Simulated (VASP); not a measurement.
# GaN in VASP: further runs

The runs below take GaN through G0W0 quasiparticle levels, with PBE.

Program: VASP 6.6.1. These are calculated values, not measurements. Logs are shortened: lines on timing, memory, paths and dates and some standing lists are left out, and cuts for length are marked.

## 1. The cell of the first run

It takes space group F-43m (No. 216, cubic). The conventional cell has a = 4.498 Å, b = 4.498 Å, c = 4.498 Å, α = 90.00°, β = 90.00°, γ = 90.00°. Ga (site symmetry -43m) has 4 N at 1.95 Å within 2.6 Å. Within 2.6 Å of N (site symmetry -43m) lie 4 Ga at 1.95 Å.

## 2. G0W0 quasiparticle levels, PBE

File POSCAR:

```
GaN
1.0
    0.0000000000      2.2489525411      2.2489525411
    2.2489525411      0.0000000000      2.2489525411
    2.2489525411      2.2489525411      0.0000000000
Ga N
1 1
Direct
    0.0000000000      0.0000000000      0.0000000000
    0.2500000000      0.2500000000      0.2500000000
```

File INCAR.step1:

```
ALGO = Normal
EDIFF = 1E-8
ENCUT = 500
GGA = PE
ISMEAR = 0
LASPH = True
LCHARG = False
LREAL = False
LWAVE = True
NELM = 80
PREC = Accurate
SIGMA = 0.01
```

File INCAR.step2:

```
ALGO = Exact
EDIFF = 1E-8
ENCUT = 500
GGA = PE
ISMEAR = 0
ISTART = 1
LASPH = True
LCHARG = False
LOPTICS = True
LREAL = False
LWAVE = True
NBANDS = 103
NELM = 1
PREC = Accurate
SIGMA = 0.01
```

File INCAR.step3:

```
ALGO = EVGW0
EDIFF = 1E-8
ENCUT = 500
ENCUTGW = 150.0
GGA = PE
ISMEAR = 0
ISTART = 1
LASPH = True
LCHARG = False
LREAL = False
LWAVE = False
NBANDS = 103
NBANDSGW = 17
NELMGW = 1
NOMEGA = 96
OMEGAMAX = 30
PREC = Accurate
PRECFOCK = Fast
SIGMA = 0.01
```

File KPOINTS:

```
k-points
0
Gamma
  6 6 6
```

Potentials or basis: VASP PAW PBE potentials, release 64 (Ga_d_GW, N_GW).

The run is started by

```console
$ cat potpaw_PBE.64/Ga_d_GW/POTCAR potpaw_PBE.64/N_GW/POTCAR > POTCAR
$ cp INCAR.step1 INCAR
$ mpirun -np 1 vasp_std > vasp.out
$ cp INCAR.step2 INCAR
$ mpirun -np 1 vasp_std > vasp.out
$ cp INCAR.step3 INCAR
$ mpirun -np 1 vasp_std > vasp.out
```

OUTCAR:

```text
EDIFF = 1E-8
   ENCUT = 500
   ENCUTGW = 150.0
   GGA = PE
   ISMEAR = 0
   ISTART = 1
   LASPH = True
   LREAL = False
   NELMGW = 1
   PREC = Accurate
   PRECFOCK = Fast

 ion  position               nearest neighbor table
   1  0.000  0.000  0.000-   2 1.95   2 1.95   2 1.95   2 1.95
   2  0.250  0.250  0.250-   1 1.95   1 1.95   1 1.95   1 1.95

  LATTYP: Found a face centered cubic cell.
 ALAT       =     4.4979050822

  Lattice vectors:

 A1 = (   0.0000000000,   2.2489525411,   2.2489525411)
 A2 = (   2.2489525411,   0.0000000000,   2.2489525411)
 A3 = (   2.2489525411,   2.2489525411,   0.0000000000)

Analysis of symmetry for initial positions (statically):
=====================================================================
 Subroutine PRICEL returns:
 Original cell was already a primitive cell.

 Routine SETGRP: Setting up the symmetry group for a
 face centered cubic supercell.

 Subroutine GETGRP returns: Found 24 space group operations
 (whereof 24 operations were pure point group operations)
 out of a pool of 48 trial point group operations.

The static configuration has the point symmetry T_d .

Analysis of symmetry for dynamics (positions and initial velocities):
=====================================================================
 Subroutine PRICEL returns:
 Original cell was already a primitive cell.

 Routine SETGRP: Setting up the symmetry group for a
 face centered cubic supercell.

 Subroutine GETGRP returns: Found 24 space group operations
 (whereof 24 operations were pure point group operations)
 out of a pool of 48 trial point group operations.

The dynamic configuration has the point symmetry T_d .

 Subroutine INISYM returns: Found 24 space group operations
 (whereof 24 operations are pure point group operations),
 and found     1 'primitive' translations

----------------------------------------------------------------------------------------

                                     Primitive cell

  volume of cell :      22.7494

  direct lattice vectors                    reciprocal lattice vectors
     0.000000000  2.248952541  2.248952541    -0.222325723  0.222325723  0.222325723
     2.248952541  0.000000000  2.248952541     0.222325723 -0.222325723  0.222325723
     2.248952541  2.248952541  0.000000000     0.222325723  0.222325723 -0.222325723

  length of vectors
     3.180499185  3.180499185  3.180499185     0.385079448  0.385079448  0.385079448

  position of ions in fractional coordinates (direct lattice)
     0.000000000  0.000000000  0.000000000
     0.250000000  0.250000000  0.250000000

  ion indices of the primitive-cell ions
   primitive index   ion index
                 1           1
                 2           2

----------------------------------------------------------------------------------------

 KPOINTS: k-points

Automatic generation of k-mesh.
 Grid dimensions read from file:
 generate k-points for:    6    6    6

 Generating k-lattice:

  Cartesian coordinates                     Fractional coordinates (reciprocal lattice)
    -0.037054287  0.037054287  0.037054287     0.166666667  0.000000000  0.000000000
     0.037054287 -0.037054287  0.037054287     0.000000000  0.166666667  0.000000000
     0.037054287  0.037054287 -0.037054287     0.000000000  0.000000000  0.166666667

  Length of vectors
     0.064179908  0.064179908  0.064179908

  Shift w.r.t. Gamma in fractional coordinates (k-lattice)
     0.000000000  0.000000000  0.000000000

 Subroutine IBZKPT returns following result:
 ===========================================

 Found     16 irreducible k-points:

 Following reciprocal coordinates:
            Coordinates               Weight
  0.000000  0.000000  0.000000      1.000000
  0.166667  0.000000  0.000000      8.000000
  0.333333  0.000000  0.000000      8.000000
  0.500000  0.000000  0.000000      4.000000
  0.166667  0.166667  0.000000      6.000000
  0.333333  0.166667  0.000000     24.000000
[... 8 lines left out ...]
 -0.333333  0.333333  0.166667     24.000000
 -0.333333  0.500000  0.166667     12.000000
   k-points           NKPTS =     16   k-points in BZ     NKDIM =    216   number of bands    NBANDS=    103
   number of dos      NEDOS =    301   number of ions     NIONS =      2
   total plane-waves  NPLWV =  13824
   dimension x,y,z NGX =    24 NGY =   24 NGZ =   24
   dimension x,y,z NGXF=    48 NGYF=   48 NGZF=   48
   ions per type =               1   1
   NGX,Y,Z   is equivalent  to a cutoff of  12.54, 12.54, 12.54 a.u.
   NGXF,Y,Z  is equivalent  to a cutoff of  25.09, 25.09, 25.09 a.u.
 SYSTEM =  unknown system
   PREC   = accura    normal or accurate (medium, high low for compatibility)
   ISTART =      1    job   : 0-new  1-cont  2-samecut
   ICHARG =      0    charge: 1-file 2-atom 10-const
   ISPIN  =      1    spin polarized calculation?
   LNONCOLLINEAR =      F non collinear calculations
   LSORBIT =      F    spin-orbit coupling
   LASPH  =      T    aspherical Exc in radial PAW
   ENCUT  =  500.0 eV  36.75 Ry    6.06 a.u.   5.80  5.80  5.80*2*pi/ulx,y,z
   NELM   =     60;   NELMIN=  2; NELMDL=  0     # of ELM steps
   EDIFF  = 0.1E-07   stopping-criterion for ELM
   LREAL  =      F    real-space projection
   EDIFFG = 0.1E-06   stopping-criterion for IOM
   NSW    =      0    number of steps for IOM
   IBRION =     -1    ionic relax: 0-MD 1-quasi-New 2-CG
   NFREE  =      0    steps in history (QN), initial steepest desc. (CG)
   ISIF   =      0    stress and relaxation
   ISYM   =      3    0-nonsym 1-usesym 2-fastsym
   POTIM  = 0.5000    time-step for ionic-motion
   TEBEG  =    0.0;   TEEND  =   0.0 temperature during run
   PSTRESS=    0.0 pullay stress
   NELECT =      18.0000    total number of electrons
   NUPDOWN=      -1.0000    fix difference up-down
   EMIN   =  10.00;   EMAX   =-10.00  energy-range for DOS
   EFERMI =   0.00;   METHOD = LEGACY
   ISMEAR =     0;   SIGMA  =   0.01  broadening in eV -4-tet -1-fermi 0-gaus
   EFERMI_NEDOS =   21; number of points for ismear=-14 and -15
   IALGO  =     38    algorithm
   IMIX   =      4    mixing-type and parameters
     AMIX     =   0.40;   BMIX     =  1.00
     AMIX_MAG =   1.60;   BMIX_MAG =  1.00
  volume/ion in A,a.u.               =      11.37        76.76
  Fermi-wavevector in a.u.,A,eV,Ry     =   1.514173  2.861371 31.194330  2.292719
  Thomas-Fermi vector in A             =   2.623866
   LORBIT       =      0    0 simple, 1 ext, 2 COOP (PROOUT), +10 PAW based schemes
   GGA     = PE    functional components
   LHFCALC =     T    Hartree Fock is set to
   PRECFOCK=fast      Normal, Fast or Accurate (Low or Medium for compatibility)
   ENCUT4O =  -1.0   cutoff for four orbital integrals eV
   NKREDX  =     1    reduce k-point grid by
   NKREDY  =     1    reduce k-point grid by
   NKREDZ  =     1    reduce k-point grid by
   AEXX    =    1.0000 exact exchange contribution
   HFSCREEN=    0.0000 screening length (either q_TF or 0.3 A-1)
   HFSCREENC=   0.0000 screening length for correlation (either q_TF or 0.3 A-1)
   ENCUTFOCK=  -1.0 apply spherical cutoff to Coloumb kernel
   IVDW    =     0    specifies the selected vdW correction
   LEPSILON=     F    determine dielectric tensor
   LRPA    =     F    only Hartree local field effects (RPA)
   LRPAFORCE           =     F    calculate RPA forces
   ENCUTGW             = 150.0    cutoff for response function in eV
   ENCUTGWSOFT         = 120.0    soft cutoff for Coulomb kernel in GW response function in eV
   ENCUTLF             =  -1.0    cutoff for local field effects
   NELMGW              =     1    number of iterations in solving QP/BSE equation
   NELMHF              =     1    number of iterations in the inner HF iteration
   NKREDLFX            =     1    NKREDLFY  =   1   NKREDLFZ  =   1
 non-spin polarized calculation
 Gauss-broadening in eV      SIGMA  =   0.01
  energy-cutoff  :      500.00
  volume of cell :       22.75
 maximum number of plane-waves:       589
  NGX = 14; NGY = 14; NGZ = 14
   NGX = 11   NGY = 11   NGZ = 11
 maximum number of plane-waves:       113

 QP shifts <psi_nk| G(iteration)W_0 |psi_nk>: iteration 1
 for sc-GW calculations column KS-energies equals QP-energies in previous step
 and V_xc(KS)=  KS-energies - (<T + V_ion + V_H > + <T+V_H+V_ion>^1  + <V_x>^1)

 k-point   1 :       0.0000    0.0000    0.0000
  band No.  KS-energies  QP-energies   sigma(KS)   V_xc(KS)     V^pw_x(r,r')   Z            occupation Imag(sigma)

      1     -10.8176     -11.8955     -16.4859     -14.8634     -24.6039       0.6644       2.0000       1.0743
      2      -8.3324     -11.2321     -25.4749     -21.4817     -34.7834       0.7262       2.0000       0.2181
      3      -8.3324     -11.2321     -25.4749     -21.4817     -34.7834       0.7262       2.0000       0.2181
      4      -8.3324     -11.2321     -25.4749     -21.4817     -34.7834       0.7262       2.0000       0.2181
      5      -8.0098     -11.0187     -25.9069     -21.8059     -35.1839       0.7337       2.0000       0.1596
      6      -8.0098     -11.0187     -25.9069     -21.8059     -35.1839       0.7337       2.0000       0.1596
[... 9 lines left out ...]
     16      23.9964      24.2649      -9.3258      -9.6659      -2.9938       0.7894       0.0000      -0.6968
     17      23.9964      24.2649      -9.3258      -9.6659      -2.9938       0.7894       0.0000      -0.6968

 k-point   2 :       0.1667    0.0000    0.0000
  band No.  KS-energies  QP-energies   sigma(KS)   V_xc(KS)     V^pw_x(r,r')   Z            occupation Imag(sigma)

      1     -10.5332     -11.6949     -17.1291     -15.4027     -25.2881       0.6729       2.0000       1.0257
      2      -8.2982     -11.2051     -25.5218     -21.5220     -34.8364       0.7268       2.0000       0.2164
      3      -8.2982     -11.2051     -25.5218     -21.5220     -34.8364       0.7268       2.0000       0.2164
      4      -8.2039     -11.0212     -24.9198     -21.0544     -34.0832       0.7288       2.0000       0.2566
      5      -8.0113     -11.0160     -25.8998     -21.8007     -35.1792       0.7330       2.0000       0.1606
      6      -8.0113     -11.0160     -25.8998     -21.8007     -35.1792       0.7330       2.0000       0.1606
[... 9 lines left out ...]
     16      22.0286      22.4576     -10.0732     -10.6145      -4.3927       0.7926       0.0000      -0.3993
     17      25.8022      26.5057      -9.6777     -10.5672      -3.0601       0.7909       0.0000      -0.7809

 k-point   3 :       0.3333    0.0000    0.0000
  band No.  KS-energies  QP-energies   sigma(KS)   V_xc(KS)     V^pw_x(r,r')   Z            occupation Imag(sigma)
[... 253 lines left out ...]
      1      -9.7746     -11.6640     -21.4321     -18.7305     -30.2465       0.6994       2.0000       0.6400
      2      -8.2105     -11.1501     -25.5562     -21.5293     -34.8375       0.7300       2.0000       0.2011
      3      -8.1444     -11.0922     -25.6739     -21.6406     -34.9835       0.7309       2.0000       0.2013
      4      -8.0332     -11.0278     -25.8737     -21.7862     -35.1897       0.7326       2.0000       0.1769
      5      -7.9868     -10.9898     -25.9252     -21.8322     -35.2310       0.7337       2.0000       0.1687
      6      -6.2500      -8.3162     -22.7314     -19.8880     -31.0360       0.7267       2.0000       0.4403
[... 9 lines left out ...]
     16      27.9936      28.7787     -10.9661     -11.9648      -3.9900       0.7860       0.0000      -1.0135
     17      29.3663      30.2427     -10.9337     -12.0183      -4.2903       0.8080       0.0000      -0.9646

 k-point  16 :      -0.3333    0.5000    0.1667
  band No.  KS-energies  QP-energies   sigma(KS)   V_xc(KS)     V^pw_x(r,r')   Z            occupation Imag(sigma)

      1      -9.7411     -11.6890     -21.7250     -18.9493     -30.5923       0.7018       2.0000       0.6131
      2      -8.2019     -11.1357     -25.4352     -21.4191     -34.6509       0.7305       2.0000       0.1931
      3      -8.1270     -11.0928     -25.7650     -21.7105     -35.1098       0.7315       2.0000       0.2005
      4      -8.0187     -11.0056     -25.9279     -21.8548     -35.2823       0.7333       2.0000       0.1912
      5      -7.9702     -10.9787     -25.9477     -21.8510     -35.2531       0.7344       2.0000       0.1655
      6      -6.1021      -8.1016     -22.5410     -19.7889     -30.7682       0.7265       2.0000       0.4497
[... 9 lines left out ...]
     16      28.2112      29.1013     -11.6749     -12.8017      -4.5395       0.7899       0.0000      -1.1190
     17      29.6287      30.6130     -11.2488     -12.4777      -4.5656       0.8010       0.0000      -0.9601
```

Run time: 3.5 min. Hardware: 1 thread of Intel Xeon 6975P-C (Granite Rapids), shared host; peak memory 0.48 GiB.

What came out:

* Quasiparticle gap: 2.91 eV
* Least direct quasiparticle gap: 2.91 eV
* Band gap of the starting levels on the mesh: 1.77 eV
* Least direct gap of the starting levels on the mesh: 1.77 eV

Caveat: the k points lie up to 0.40 Å⁻¹ apart; bands, screening cutoff and mesh are small and nothing is extrapolated, so the quasiparticle values aren't converged; the structure was generated, so it needn't be the stable form of GaN.

(Continued in part 2 of 2.)
